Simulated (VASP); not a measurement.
# ScAl2 (Fd-3m) in VASP: single point with r2SCAN

Aim: the single point of ScAl2 with r2SCAN.

Program: VASP 6.6.1. These are calculated values, not measurements. Logs are shortened: lines on timing, memory, paths and dates and some standing lists are left out, and cuts for length are marked.

## (1) The cell of the first run

Symmetry: Fd-3m, No. 227, cubic system. Conventional cell: a = 7.568 Å, b = 7.568 Å, c = 7.568 Å, α = 90.00°, β = 90.00°, γ = 90.00°. Sc (site symmetry -43m) has 12 Al at 3.14 Å and 4 Sc at 3.28 Å within 4.1 Å. Within 3.5 Å of Al (site symmetry -3m) lie 6 Al at 2.68 Å and 6 Sc at 3.14 Å.

## (2) Single point, r2SCAN (strained)

POSCAR

```
ScAl2
1.0
    0.0000000000      3.7838858118      3.7838858118
    3.7838858118      0.0000000000      3.7838858118
    3.7838858118      3.7838858118      0.0000000000
Sc Al
2 4
Direct
    0.5000000000      0.5000000000      0.5000000000
    0.7500000000      0.7500000000      0.7500000000
    0.1250000000      0.1250000000      0.1250000000
    0.6250000000      0.1250000000      0.1250000000
    0.1250000000      0.6250000000      0.1250000000
    0.1250000000      0.1250000000      0.6250000000
```

INCAR.step1

```
SYSTEM = ScAl2
  PREC = Accurate
  ENCUT = 520
  ISMEAR = 0
  SIGMA = 0.1
  LREAL = .FALSE.
  LASPH = .TRUE.
  NELM = 100
  NBANDS = 26
  GGA = PE
  ALGO = Normal
  EDIFF = 1E-4
  LWAVE = .TRUE.
  LCHARG = .FALSE.
```

INCAR.step2

```
SYSTEM = ScAl2
  PREC = Accurate
  ENCUT = 520
  EDIFF = 1E-7
  ISMEAR = 0
  SIGMA = 0.1
  LREAL = .FALSE.
  LASPH = .TRUE.
  NELM = 100
  ALGO = Normal
  ISIF = 2
  LWAVE = .FALSE.
  LCHARG = .TRUE.
  METAGGA = R2SCAN
  LMIXTAU = .TRUE.
  LELF = .TRUE.
  LVHAR = .TRUE.
  NBANDS = 26
  ISTART = 1
```

KPOINTS

```
Automatic mesh
0
G
  8 8 8
  0 0 0
```

Potentials or basis: VASP PAW PBE potentials, release 64 (Sc_sv, Al).

The run is started by

```sh
> cat potpaw_PBE.64/Sc_sv/POTCAR potpaw_PBE.64/Al/POTCAR > POTCAR
> cp INCAR.step1 INCAR
> mpirun -np 1 vasp_std > vasp.out
> cp INCAR.step2 INCAR
> mpirun -np 1 vasp_std > vasp.out
```

OUTCAR:

```text
SYSTEM = ScAl2
   PREC = Accurate
   ENCUT = 520
   EDIFF = 1E-7
   ISMEAR = 0
   LREAL = .FALSE.
   LASPH = .TRUE.
   NELM = 100
   ISIF = 2
   METAGGA = R2SCAN
   ISTART = 1

 ion  position               nearest neighbor table
   1  0.500  0.500  0.500-   3 3.14   5 3.14   6 3.14   3 3.14   4 3.14   6 3.14   3 3.14   4 3.14
                             5 3.14   4 3.14   5 3.14   6 3.14   2 3.28   2 3.28   2 3.28   2 3.28
   2  0.750  0.750  0.750-   4 3.14   5 3.14   6 3.14   3 3.14   4 3.14   5 3.14   3 3.14   4 3.14
                             6 3.14   3 3.14   5 3.14   6 3.14   1 3.28   1 3.28   1 3.28   1 3.28
   3  0.125  0.125  0.125-   4 2.68   5 2.68   6 2.68   6 2.68   5 2.68   4 2.68   1 3.14   2 3.14
                             1 3.14   2 3.14   1 3.14   2 3.14
   4  0.625  0.125  0.125-   3 2.68   6 2.68   5 2.68   3 2.68   5 2.68   6 2.68   2 3.14   1 3.14
                             1 3.14   2 3.14   2 3.14   1 3.14
   5  0.125  0.625  0.125-   3 2.68   6 2.68   3 2.68   4 2.68   6 2.68   4 2.68   2 3.14   1 3.14
                             2 3.14   2 3.14   1 3.14   1 3.14
   6  0.125  0.125  0.625-   3 2.68   3 2.68   4 2.68   5 2.68   5 2.68   4 2.68   1 3.14   2 3.14
                             1 3.14   2 3.14   1 3.14   2 3.14

  LATTYP: Found a face centered cubic cell.
 ALAT       =     7.5677716236

  Lattice vectors:

 A1 = (   0.0000000000,   3.7838858118,   3.7838858118)
 A2 = (   3.7838858118,   0.0000000000,   3.7838858118)
 A3 = (   3.7838858118,   3.7838858118,   0.0000000000)

Analysis of symmetry for initial positions (statically):
=====================================================================
 Subroutine PRICEL returns:
 Original cell was already a primitive cell.

 Routine SETGRP: Setting up the symmetry group for a
 face centered cubic supercell.

 Subroutine GETGRP returns: Found 48 space group operations
 (whereof 24 operations were pure point group operations)
 out of a pool of 48 trial point group operations.

The static configuration has the point symmetry T_d .
 The point group associated with its full space group is O_h .

Analysis of symmetry for dynamics (positions and initial velocities):
=====================================================================
 Subroutine PRICEL returns:
 Original cell was already a primitive cell.

 Routine SETGRP: Setting up the symmetry group for a
 face centered cubic supercell.

 Subroutine GETGRP returns: Found 48 space group operations
 (whereof 24 operations were pure point group operations)
 out of a pool of 48 trial point group operations.

The dynamic configuration has the point symmetry T_d .
 The point group associated with its full space group is O_h .

 Subroutine INISYM returns: Found 48 space group operations
 (whereof 24 operations are pure point group operations),
 and found     1 'primitive' translations

----------------------------------------------------------------------------------------

                                     Primitive cell

  volume of cell :     108.3538

  direct lattice vectors                    reciprocal lattice vectors
     0.000000000  3.783885812  3.783885812    -0.132139294  0.132139294  0.132139294
     3.783885812  0.000000000  3.783885812     0.132139294 -0.132139294  0.132139294
     3.783885812  3.783885812  0.000000000     0.132139294  0.132139294 -0.132139294

  length of vectors
     5.351222634  5.351222634  5.351222634     0.228871971  0.228871971  0.228871971

  position of ions in fractional coordinates (direct lattice)
     0.500000000  0.500000000  0.500000000
     0.750000000  0.750000000  0.750000000
     0.125000000  0.125000000  0.125000000
     0.625000000  0.125000000  0.125000000
     0.125000000  0.625000000  0.125000000
     0.125000000  0.125000000  0.625000000

  ion indices of the primitive-cell ions
   primitive index   ion index
                 1           1
                 2           2
                 3           3
                 4           4
                 5           5
                 6           6

----------------------------------------------------------------------------------------

 KPOINTS: Automatic mesh

Automatic generation of k-mesh.
 Grid dimensions read from file:
 generate k-points for:    8    8    8

 Generating k-lattice:

  Cartesian coordinates                     Fractional coordinates (reciprocal lattice)
    -0.016517412  0.016517412  0.016517412     0.125000000  0.000000000  0.000000000
     0.016517412 -0.016517412  0.016517412     0.000000000  0.125000000  0.000000000
     0.016517412  0.016517412 -0.016517412     0.000000000  0.000000000  0.125000000

  Length of vectors
     0.028608996  0.028608996  0.028608996

  Shift w.r.t. Gamma in fractional coordinates (k-lattice)
     0.000000000  0.000000000  0.000000000

 Subroutine IBZKPT returns following result:
 ===========================================

 Found     29 irreducible k-points:

 Following reciprocal coordinates:
            Coordinates               Weight
  0.000000  0.000000  0.000000      1.000000
  0.125000  0.000000  0.000000      8.000000
  0.250000  0.000000  0.000000      8.000000
  0.375000  0.000000  0.000000      8.000000
  0.500000  0.000000  0.000000      4.000000
  0.125000  0.125000  0.000000      6.000000
[... 16 lines left out ...]
  0.500000  0.250000  0.125000     48.000000
 -0.375000  0.250000  0.125000     24.000000
 [... further k-points ...]
   k-points           NKPTS =     29   k-points in BZ     NKDIM =     29   number of bands    NBANDS=     26
   number of dos      NEDOS =    301   number of ions     NIONS =      6
   total plane-waves  NPLWV =  64000
   dimension x,y,z NGX =    40 NGY =   40 NGZ =   40
   dimension x,y,z NGXF=    80 NGYF=   80 NGZF=   80
   ions per type =               2   4
   NGX,Y,Z   is equivalent  to a cutoff of  12.43, 12.43, 12.43 a.u.
   NGXF,Y,Z  is equivalent  to a cutoff of  24.85, 24.85, 24.85 a.u.
 SYSTEM =  ScAl2
   PREC   = accura    normal or accurate (medium, high low for compatibility)
   ISTART =      1    job   : 0-new  1-cont  2-samecut
   ICHARG =      0    charge: 1-file 2-atom 10-const
   ISPIN  =      1    spin polarized calculation?
   LNONCOLLINEAR =      F non collinear calculations
   LSORBIT =      F    spin-orbit coupling
   LASPH  =      T    aspherical Exc in radial PAW
   ENCUT  =  520.0 eV  38.22 Ry    6.18 a.u.   9.95  9.95  9.95*2*pi/ulx,y,z
   NELM   =    100;   NELMIN=  2; NELMDL=  0     # of ELM steps
   EDIFF  = 0.1E-06   stopping-criterion for ELM
   LREAL  =      F    real-space projection
   EDIFFG = 0.1E-05   stopping-criterion for IOM
   NSW    =      0    number of steps for IOM
   IBRION =     -1    ionic relax: 0-MD 1-quasi-New 2-CG
   NFREE  =      0    steps in history (QN), initial steepest desc. (CG)
   ISIF   =      2    stress and relaxation
   ISYM   =      2    0-nonsym 1-usesym 2-fastsym
   POTIM  = 0.5000    time-step for ionic-motion
   TEBEG  =    0.0;   TEEND  =   0.0 temperature during run
   PSTRESS=    0.0 pullay stress
   NELECT =      34.0000    total number of electrons
   NUPDOWN=      -1.0000    fix difference up-down
   EMIN   =  10.00;   EMAX   =-10.00  energy-range for DOS
   EFERMI =   0.00;   METHOD = LEGACY
   ISMEAR =     0;   SIGMA  =   0.10  broadening in eV -4-tet -1-fermi 0-gaus
   EFERMI_NEDOS =   21; number of points for ismear=-14 and -15
   IALGO  =     38    algorithm
   IMIX   =      4    mixing-type and parameters
     AMIX     =   0.40;   BMIX     =  1.00
     AMIX_MAG =   1.60;   BMIX_MAG =  1.00
  volume/ion in A,a.u.               =      18.06       121.87
  Fermi-wavevector in a.u.,A,eV,Ry     =   1.112465  2.102254 16.838283  1.237579
  Thomas-Fermi vector in A             =   2.249040
   LORBIT       =      0    0 simple, 1 ext, 2 COOP (PROOUT), +10 PAW based schemes
   METAGGA = R2SCAN    functional components
   LHFCALC =     F    Hartree Fock is set to
   AEXX    =    0.0000 exact exchange contribution
   IVDW    =     0    specifies the selected vdW correction
   LEPSILON=     F    determine dielectric tensor
   LRPA    =     F    only Hartree local field effects (RPA)
 non-spin polarized calculation
 Gauss-broadening in eV      SIGMA  =   0.10
  energy-cutoff  :      520.00
  volume of cell :      108.35
 maximum number of plane-waves:      2938
   NGX = 19   NGY = 19   NGZ = 19

 number of electron      33.9999995 magnetization

 Free energy of the ion-electron system (eV)
  ---------------------------------------------------
  ext. energy  EPLUGINS =         0.00000000
  ---------------------------------------------------
  free energy    TOTEN  =       -52.91084790 eV

  energy without entropy =      -52.88699031  energy(sigma->0) =      -52.89891911

 E-fermi :   6.5129     XC(G=0): -10.9993

 val. band max:        6.4575850159   @ k =  -0.2500   0.1250   0.0000
 cond. band min:       6.5250575911   @ k =  -0.3750   0.3750   0.1250
 fundamental gap:      0.0674725752
 Fermi energy:         6.5129061608

 k-point     1 :       0.0000    0.0000    0.0000
  band No.  band energies     occupation
      1     -44.9931      2.00000
      2     -44.9533      2.00000
      3     -22.7040      2.00000
      4     -22.7040      2.00000
      5     -22.7039      2.00000
      6     -22.5953      2.00000
[... 18 lines left out ...]
     25      10.1162      0.00000
     26      10.1162      0.00000

 k-point     2 :       0.1250    0.0000    0.0000
  band No.  band energies     occupation
      1     -44.9920      2.00000
      2     -44.9544      2.00000
      3     -22.7060      2.00000
      4     -22.7060      2.00000
      5     -22.7040      2.00000
      6     -22.5959      2.00000
[... 18 lines left out ...]
     25       9.9124      0.00000
[... 608 lines left out ...]
     25      10.0440      0.00000
     26      10.1228      0.00000

 k-point    24 :      -0.3750    0.2500    0.1250
  band No.  band energies     occupation
      1     -44.9802      2.00000
      2     -44.9661      2.00000
      3     -22.7300      2.00000
      4     -22.7222      2.00000
      5     -22.6821      2.00000
      6     -22.6199      2.00000
[... 18 lines left out ...]
     25       9.8958      0.00000
     26      10.3093      0.00000

 [... further k-points ...]

------------------------ aborting loop because EDIFF is reached ----------------------------------------

  FORCE on cell =-STRESS in cart. coord.  units (eV):
  Direction    XX          YY          ZZ          XY          YZ          ZX
  --------------------------------------------------------------------------------------
  -------------------------------------------------------------------------------------
  Total       -0.2976242     -0.2976242     -0.2976242      0.0000000     -0.0000000     -0.0000000
  in kB       -4.4008322     -4.4008322     -4.4008322      0.0000000     -0.0000000     -0.0000000
  external PRESSURE =      -4.4008322 kB  Pullay stress =       0.0000000 kB

 VOLUME and BASIS-vectors are now :
 -----------------------------------------------------------------------------
  energy-cutoff  :      520.00
  volume of cell :      108.35
      direct lattice vectors                 reciprocal lattice vectors
     0.000000000  3.783885812  3.783885812    -0.132139294  0.132139294  0.132139294
     3.783885812  0.000000000  3.783885812     0.132139294 -0.132139294  0.132139294
     3.783885812  3.783885812  0.000000000     0.132139294  0.132139294 -0.132139294

 POSITION                                       TOTAL-FORCE (eV/Angst)
 -----------------------------------------------------------------------------------
      3.78389      3.78389      3.78389        -0.000000      0.000000      0.000000
      5.67583      5.67583      5.67583        -0.000000     -0.000000      0.000000
      0.94597      0.94597      0.94597         0.000000     -0.000000     -0.000000
      0.94597      2.83791      2.83791         0.000000     -0.000000     -0.000000
      2.83791      0.94597      2.83791         0.000000     -0.000000     -0.000000
      2.83791      2.83791      0.94597         0.000000     -0.000000     -0.000000
 -----------------------------------------------------------------------------------
    total drift:                               -0.000000     -0.000000      0.000000

  FREE ENERGIE OF THE ION-ELECTRON SYSTEM (eV)
  ---------------------------------------------------
  free  energy   TOTEN  =       -52.9108479032 eV

  energy  without entropy=      -52.8869903069  energy(sigma->0) =      -52.89891911
```

Wall time 2.8 min (1 thread of Intel Xeon 6975P-C (Granite Rapids), shared host); peak memory 0.29 GiB.

Results:

| Property | Result |
| --- | --- |
| Free energy | -52.9108 eV |
| Pressure | -0.4 GPa |
| Band gap on the k mesh | zero (bands 17 and 18 overlap by 2.59 eV) |

Caveat: the cell differs from its parent crystal (strained); the PAW data sets were made with another functional, which shifts forces and pressure a little.

The gap in the log of VASP goes by the Fermi energy; the results here count the filled bands.